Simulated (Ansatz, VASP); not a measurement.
**V in VASP and in Ansatz**

```
V
1.0
    -1.49120    1.49120    1.49120
     1.49120   -1.49120    1.49120
     1.49120    1.49120   -1.49120
V
1
Direct
  0.00000 0.00000 0.00000
```

Alike in both runs: task electric field gradients; functional r2SCAN; k mesh 15 × 15 × 15; occupations fermi-dirac, width 0.03 eV; no spin polarisation.

```csv
,VASP,Ansatz
version,VASP 6.6.1,Ansatz 0.2.0
potentials or method,"VASP PAW PBE potentials, release 64 (V_sv)","PAW with Ansatz's default frozen-core files, scalar-relativistic"
plane-wave cutoff (eV),520,500
valence electrons in the cell,13,13
```

```csv
,VASP,Ansatz,Ansatz less VASP
pressure (GPa),0.3,-0.4,-0.72
```

VASP's potentials were made for PBE, not for r2SCAN. The functional is the same, so the differences come from potentials, cutoffs and numerics.
